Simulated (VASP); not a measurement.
# FeO (I4/mmm) in VASP: further runs

The runs below take FeO through single point, with PBE.

All numbers are computed with VASP 6.6.1; they aren't measurements. Logs are shortened: lines on timing, memory, paths and dates and some standing lists are left out, and cuts for length are marked.

**1. The cell of the first run**

The structure is tetragonal, space group I4/mmm (No. 139). Conventional cell: a = 3.204 Å, b = 3.204 Å, c = 4.167 Å, α = 90.00°, β = 90.00°, γ = 90.00°. Within 2.8 Å of Fe (site symmetry 4/mmm) lie 6 O at 2.08 to 2.27 Å. O (site symmetry 4/mmm) has 6 Fe at 2.08 to 2.27 Å within 2.8 Å.

**2. Single point, PBE, collinear spin, ferromagnetic start**

Input file INCAR:

```
SYSTEM = FeO
PREC     = Accurate       ! precision mode
ENCUT    = 600            ! plane-wave cutoff, eV
EDIFF    = 1E-6           ! SCF threshold, eV
ISMEAR   = 0              ! smearing method
SIGMA    = 0.1            ! smearing width, eV
LREAL    = .FALSE.        ! projectors in reciprocal space
LASPH    = .TRUE.         ! aspherical terms in the spheres
NELM     = 200            ! most SCF steps
ALGO     = Normal         ! electronic algorithm
ISIF     = 2              ! what is computed and relaxed
LWAVE    = .FALSE.        ! write WAVECAR
LCHARG   = .FALSE.        ! write CHGCAR
ISPIN    = 2              ! spin polarisation
MAGMOM   = 4 4 0 0        ! initial moments
LORBIT   = 11             ! projections on sites
LMAXMIX  = 4              ! l up to which the mixer works
GGA      = PE             ! functional
NBANDS   = 26             ! bands
GGA_COMPAT= .FALSE.
```

Input file KPOINTS:

```
Automatic mesh
0
G
  6 6 4
  0 0 0
```

Input file POSCAR:

```
FeO
1.0
    2.6281662533     -1.6021035014      0.0000000000
    2.6281662533      1.6021035014      0.0000000000
   -1.3498295265      0.0000000000      5.0800586090
Fe O
2 2
Direct
    0.5000000000      0.5000000000      0.5000000000
    0.0000000000      0.0000000000      0.0000000000
    0.7500000000      0.7500000000      0.2500000000
    0.2500000000      0.2500000000      0.7500000000
```

Potentials or basis: VASP PAW PBE potentials, release 64 (Fe, O).

Command:

```
> cat potpaw_PBE.64/Fe/POTCAR potpaw_PBE.64/O/POTCAR > POTCAR
> mpirun -np 1 vasp_std > vasp.out
```

OUTCAR:

```text
SYSTEM = FeO
   PREC = Accurate
   ENCUT = 600
   EDIFF = 1E-6
   ISMEAR = 0
   LREAL = .FALSE.
   LASPH = .TRUE.
   NELM = 200
   ISIF = 2
   ISPIN = 2
   LORBIT = 11
   GGA = PE

 ion  position               nearest neighbor table
   1  0.500  0.500  0.500-   3 2.08   4 2.08   4 2.27   4 2.27   3 2.27   3 2.27   2 3.08   2 3.08
                             2 3.08   2 3.08
   2  0.000  0.000  0.000-   3 2.08   4 2.08   3 2.27   3 2.27   4 2.27   4 2.27   1 3.08   1 3.08
                             1 3.08   1 3.08
   3  0.750  0.750  0.250-   1 2.08   2 2.08   1 2.27   1 2.27   2 2.27   2 2.27
   4  0.250  0.250  0.750-   1 2.08   2 2.08   2 2.27   2 2.27   1 2.27   1 2.27

  LATTYP: Found a base centered monoclinic cell.
 ALAT       =     5.2563325066
 B/A-ratio  =     0.6095898611
 C/A-ratio  =     1.0000000688
 COS(beta)  =    -0.2568006175

  Lattice vectors:

 A1 = (   2.6281662533,  -1.6021035014,   0.0000000000)
 A2 = (   2.6281662533,   1.6021035014,   0.0000000000)
 A3 = (  -1.3498295265,   0.0000000000,   5.0800586090)

Analysis of symmetry for initial positions (statically):
=====================================================================
 Subroutine PRICEL returns following result:

  LATTYP: Found a body centered tetragonal cell.
 ALAT       =     3.2042066493
 C/A-ratio  =     1.3004106651
[... 12 lines left out ...]
 Subroutine GETGRP returns: Found  4 space group operations
 (whereof  4 operations were pure point group operations)
 out of a pool of  4 trial point group operations.

The static configuration has the point symmetry C_2h.

Analysis of symmetry for dynamics (positions and initial velocities):
=====================================================================
 Subroutine PRICEL returns following result:

  LATTYP: Found a body centered tetragonal cell.
 ALAT       =     3.2042066493
 C/A-ratio  =     1.3004106651
[... 12 lines left out ...]
 Subroutine GETGRP returns: Found  4 space group operations
 (whereof  4 operations were pure point group operations)
 out of a pool of  4 trial point group operations.

The dynamic configuration has the point symmetry C_2h.

Analysis of structural, dynamic, and magnetic symmetry:
=====================================================================
 Subroutine PRICEL returns following result:

  LATTYP: Found a body centered tetragonal cell.
 ALAT       =     3.2042066493
 C/A-ratio  =     1.3004106651
[... 12 lines left out ...]
 Subroutine GETGRP returns: Found  4 space group operations
 (whereof  4 operations were pure point group operations)
 out of a pool of  4 trial point group operations.

The overall configuration has the point symmetry C_2h.

 Subroutine INISYM returns: Found  4 space group operations
[... 127 lines left out ...]
   LRPA    =     F    only Hartree local field effects (RPA)
 spin polarized calculation
 Gauss-broadening in eV      SIGMA  =   0.10
  energy-cutoff  :      600.00
  volume of cell :       42.78
 maximum number of plane-waves:      1458
 NGX is ok and might be reduce to    28
   NGX = 13   NGY = 13   NGZ = 21

 number of electron      27.9999989 magnetization       8.0118582

 Free energy of the ion-electron system (eV)
  ---------------------------------------------------
  ext. energy  EPLUGINS =         0.00000000
  ---------------------------------------------------
  free energy    TOTEN  =       -29.73583267 eV

  energy without entropy =      -29.71853526  energy(sigma->0) =      -29.72718397

 E-fermi :   5.4957     XC(G=0): -11.7947

 val. band max:        5.4869032059   @ k =  -0.3333   0.3333   0.2500
 cond. band min:       5.4962732742   @ k =   0.5000   0.1667  -0.0000
 fundamental gap:      0.0093700682
 Fermi energy:         5.4957317253

 spin component 1

 k-point     1 :       0.0000    0.0000    0.0000
  band No.  band energies     occupation
      1     -14.7546      1.00000
      2     -13.7286      1.00000
      3      -2.7571      1.00000
      4      -0.9034      1.00000
      5      -0.7422      1.00000
      6       1.5899      1.00000
[... 685 lines left out ...]
     25      19.0197      0.00000
     26      19.2924      0.00000

 [... further k-points ...]

 spin component 2

 k-point     1 :       0.0000    0.0000    0.0000
  band No.  band energies     occupation
      1     -14.2298      1.00000
      2     -13.1898      1.00000
      3      -2.0126      1.00000
      4       0.5774      1.00000
      5       0.7611      1.00000
      6       2.2167      1.00000
[... 685 lines left out ...]
     25      20.0118      0.00000
     26      20.2454      0.00000

 [... further k-points ...]

------------------------ aborting loop because EDIFF is reached ----------------------------------------

  FORCE on cell =-STRESS in cart. coord.  units (eV):
  Direction    XX          YY          ZZ          XY          YZ          ZX
  --------------------------------------------------------------------------------------
  -------------------------------------------------------------------------------------
  Total       -2.0081345     -2.7773513     -2.2478285      0.0000000      0.0000000     -0.6583910
  in kB      -75.2075170   -104.0157919    -84.1844015      0.0000000      0.0000000    -24.6576884
  external PRESSURE =     -87.8025701 kB  Pullay stress =       0.0000000 kB

 VOLUME and BASIS-vectors are now :
 -----------------------------------------------------------------------------
  energy-cutoff  :      600.00
  volume of cell :       42.78
      direct lattice vectors                 reciprocal lattice vectors
     2.628166253 -1.602103501  0.000000000     0.190246716 -0.312089699  0.050550723
     2.628166253  1.602103501  0.000000000     0.190246716  0.312089699  0.050550723
    -1.349829526  0.000000000  5.080058609     0.000000000  0.000000000  0.196848123

 POSITION                                       TOTAL-FORCE (eV/Angst)
 -----------------------------------------------------------------------------------
      1.95325      0.00000      2.54003        -0.000000      0.000000     -0.000000
      0.00000      0.00000      0.00000         0.000000     -0.000000     -0.000000
      3.60479      0.00000      1.27001         0.000000      0.000000      0.000000
      0.30171      0.00000      3.81004        -0.000000     -0.000000     -0.000000
 -----------------------------------------------------------------------------------
    total drift:                                0.000000     -0.000000      0.000000

  FREE ENERGIE OF THE ION-ELECTRON SYSTEM (eV)
  ---------------------------------------------------
  free  energy   TOTEN  =       -29.7358326659 eV

  energy  without entropy=      -29.7185352646  energy(sigma->0) =      -29.72718397

 total charge

# of ion       s       p       d       tot
------------------------------------------
    1        0.279   0.326   6.052   6.656
    2        0.279   0.326   6.052   6.656
    3        1.554   3.410   0.000   4.964
    4        1.554   3.410   0.000   4.964
--------------------------------------------------
tot          3.667   7.471  12.103  23.241

 magnetization (x)

# of ion       s       p       d       tot
------------------------------------------
    1        0.031   0.019   3.570   3.621
    2        0.031   0.019   3.570   3.621
    3        0.027   0.269   0.000   0.296
    4        0.027   0.269   0.000   0.296
--------------------------------------------------
tot          0.117   0.576   7.141   7.834
```

OSZICAR:

```text
N       E                     dE             d eps       ncg     rms          rms(c)
DAV:   1     0.253620295538E+03    0.25362E+03   -0.14554E+04  4976   0.145E+03
DAV:   2    -0.581449156909E+01   -0.25943E+03   -0.23170E+03  4984   0.321E+02
DAV:   3    -0.349235726597E+02   -0.29109E+02   -0.27526E+02  5620   0.122E+02
DAV:   4    -0.356749657454E+02   -0.75139E+00   -0.74700E+00  5472   0.203E+01
DAV:   5    -0.356856483803E+02   -0.10683E-01   -0.10680E-01  5436   0.238E+00    0.216E+01
DAV:   6    -0.315082664132E+02    0.41774E+01   -0.31761E+01  6380   0.797E+01    0.278E+01
DAV:   7    -0.297341943771E+02    0.17741E+01   -0.65708E+00  6334   0.505E+01    0.123E+01
DAV:   8    -0.297727149994E+02   -0.38521E-01   -0.82123E-01  5792   0.720E+00    0.766E+00
DAV:   9    -0.297483535653E+02    0.24361E-01   -0.16396E-01  7458   0.755E+00    0.244E+00
DAV:  10    -0.297357383841E+02    0.12615E-01   -0.99017E-02  6376   0.620E+00    0.461E-01
DAV:  11    -0.297357682565E+02   -0.29872E-04   -0.18076E-02  7082   0.129E+00    0.149E-01
DAV:  12    -0.297358215775E+02   -0.53321E-04   -0.69526E-04  5198   0.231E-01    0.792E-02
DAV:  13    -0.297358223004E+02   -0.72293E-06   -0.16178E-04  6808   0.922E-02    0.386E-02
DAV:  14    -0.297358329590E+02   -0.10659E-04   -0.24475E-05  6210   0.562E-02    0.226E-02
DAV:  15    -0.297358326659E+02    0.29315E-06   -0.42685E-06  4852   0.318E-02
   1 F= -.29735833E+02 E0= -.29727184E+02  d E =-.172974E-01  mag=     8.0127
```

stdout:

```text
POSCAR found type information on POSCAR FeO
 POSCAR found :  2 types and       4 ions
 scaLAPACK will be used
 LDA part: xc-table for (Slater+PW92), standard interpolation
 POSCAR, INCAR and KPOINTS ok, starting setup
 FFT: planning ... GRIDC
 FFT: planning ... GRID_SOFT
 FFT: planning ... GRID
 WAVECAR not read
 entering main loop
```

Run time: 2.3 min. Hardware: 1 thread of Oxide Virtual Turin-like, shared host; peak memory 0.22 GiB.

Results:

| Property | Result |
| --- | --- |
| Free energy | -29.7358 eV |
| Pressure | -8.8 GPa |
| Band gap on the k mesh | zero (filled and empty bands overlap) |
| Net moment | 8.01 μB per cell |
| Site moments | Fe +3.62; O +0.30 μB |
| Valence electrons inside the program's atomic spheres | Fe 6.66; O 4.96 |

Caveat: the k points lie up to 0.39 Å⁻¹ apart, too coarse for converged energies and pressures of a metal; semilocal functionals often make such compounds metallic where correlation or magnetic order opens a gap, which also shifts bond lengths; the run started ferromagnetic, and an antiferromagnetic order may lie lower in energy. With open d or f shells a metallic result of PBE can be an artefact of self-interaction; +U or a hybrid may open a gap.

**3. Single point, PBE**

Input file INCAR:

```
SYSTEM = FeO
PREC = Accurate ; ENCUT = 600
EDIFF = 1E-6 ; ISMEAR = 0
SIGMA = 0.1 ; LREAL = .FALSE.
LASPH = .TRUE. ; NELM = 120
ALGO = Normal ; ISIF = 2
LWAVE = .FALSE. ; LCHARG = .TRUE.
GGA = PE ; LELF = .TRUE.
LVHAR = .TRUE. ; NBANDS = 22
GGA_COMPAT = .FALSE.
```

Input file KPOINTS:

```
Automatic mesh
0
G
  16 16 8
  0 0 0
```

POSCAR is that of step 2.

Potentials or basis: VASP PAW PBE potentials, release 64 (Fe, O).

Command:

```
> cat potpaw_PBE.64/Fe/POTCAR potpaw_PBE.64/O/POTCAR > POTCAR
> mpirun -np 1 vasp_std > vasp.out
```

It took 15 min on 1 thread of Oxide Virtual Turin-like, shared host; peak memory 0.6 GiB.

Results (log left out):

- Free energy: -26.6039 eV
- Pressure: -29.9 GPa
- Band gap on the k mesh: zero (bands 14 and 15 overlap by 0.46 eV)

Stress tensor (GPa, compression positive):
```
-30.28   0.00   0.60
  0.00 -29.50   0.00
  0.60   0.00 -29.96
```

Levels at points of the mesh, in eV from the Fermi level:
| k point | band 12 | band 13 | band 14 | band 15 | band 16 | band 17 |
| --- | --- | --- | --- | --- | --- | --- |
| (0.00, 0.00, 0.00) | -0.83 | -0.73 | -0.28 | -0.21 | -0.02 | 0.99 |
| (0.50, 0.00, 0.00) | -0.13 | -0.02 | -0.02 | 0.49 | 0.49 | 0.79 |
| (0.50, 0.50, 0.00) | -0.16 | -0.03 | -0.03 | -0.02 | 0.01 | 1.34 |
| (0.00, 0.00, 0.50) | -0.73 | -0.56 | -0.56 | 0.45 | 0.45 | 0.64 |
| (0.50, 0.00, 0.50) | -0.21 | -0.02 | 0.02 | 0.03 | 0.04 | 1.34 |
| (0.50, 0.50, 0.50) | -0.13 | -0.06 | -0.06 | 0.58 | 0.58 | 0.67 |

Caveat: the cell stands under tension; the run has no spin polarisation, though such a crystal can be magnetic; semilocal functionals often make such compounds metallic where correlation or magnetic order opens a gap, which also shifts bond lengths.
